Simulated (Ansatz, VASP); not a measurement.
## One calculation of Sr2Yb, two programs

```
Sr Yb
1.0
     0.00000    4.38546    4.38546
     4.38546    0.00000    4.38546
     4.38546    4.38546    0.00000
Sr Yb
4 2
Direct
  0.62500 0.62500 0.62500
  0.12500 0.62500 0.62500
  0.62500 0.62500 0.12500
  0.62500 0.12500 0.62500
  0.00000 0.00000 0.00000
  0.25000 0.25000 0.25000
```

Change from the starting cell: species swapped into the HfZn2 type (Fd-3m, No. 227).

Alike in both runs: task single point; functional PBE; k mesh 4 × 4 × 4; occupations gaussian, width 0.1 eV; no spin polarisation.

```csv
,VASP,Ansatz
version,VASP 6.6.1,Ansatz 0.2.0
potentials or method,"VASP PAW PBE potentials, release 64 (Sr_sv, Yb), cutoff 520 eV","scalar-relativistic, plane waves, PAW"
valence electrons in the cell,88,88
```

|  | VASP | Ansatz | Ansatz less VASP |
| --- | --- | --- | --- |
| gap on the k mesh at the Fermi level (eV) | none | none | - |
| pressure (GPa) | 18.1 | 17.8 | -0.29 |

A gap of «none» marks a metal or a gap that the smearing closes.

Spin-orbit coupling is off throughout.
